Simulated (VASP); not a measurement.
Input of a VASP 6.6.1 run:

INCAR

```
PREC = Accurate
ENCUT = 520
EDIFF = 1E-6
ISMEAR = 0
SIGMA = 0.1
LREAL = False
LASPH = True
NELM = 150
ALGO = Normal
ISIF = 2
LWAVE = False
LCHARG = False
ISPIN = 2
MAGMOM = 1.71 0 0 0 0 0
LORBIT = 11
LMAXMIX = 4
GGA = PE
NBANDS = 38
```

KPOINTS

```
Automatic mesh
0
Gamma
  8 8 8
```

POSCAR

```
TiGeSe4
1.0
    0.0000000000      4.0002320824      4.0002320824
    4.0002320824      0.0000000000      4.0002320824
    4.0002320824      4.0002320824      0.0000000000
Ti Ge Se
1 1 4
Direct
    0.0000000000      0.0000000000      0.0000000000
    0.2500000000      0.2500000000      0.2500000000
    0.1229179121      0.6256940293      0.6256940293
    0.6256940293      0.1229179121      0.6256940293
    0.6256940293      0.6256940293      0.1229179121
    0.6256940293      0.6256940293      0.6256940293
```

Potentials or basis: VASP PAW PBE potentials, release 64 (Ti_sv, Ge_d, Se).

Launch:

```sh
$ cat potpaw_PBE.64/Ti_sv/POTCAR potpaw_PBE.64/Ge_d/POTCAR potpaw_PBE.64/Se/POTCAR > POTCAR
$ mpirun -np 1 vasp_std > vasp.out
```

Q: Estimate the net moment.

A: 0.00 μB per cell.

Q: What does it give for the band gap on the k mesh?

A: Zero (filled and empty bands overlap).

Q: Predict the largest force.

A: 0.024 eV/Å.

Forces in eV/Å, atoms in the order of the input:
```
Ti   0.000  0.000  0.000
Ge   0.000  0.000  0.000
Se  -0.014  0.014  0.014
Se   0.014 -0.014  0.014
Se   0.014  0.014 -0.014
Se  -0.014 -0.014 -0.014
```
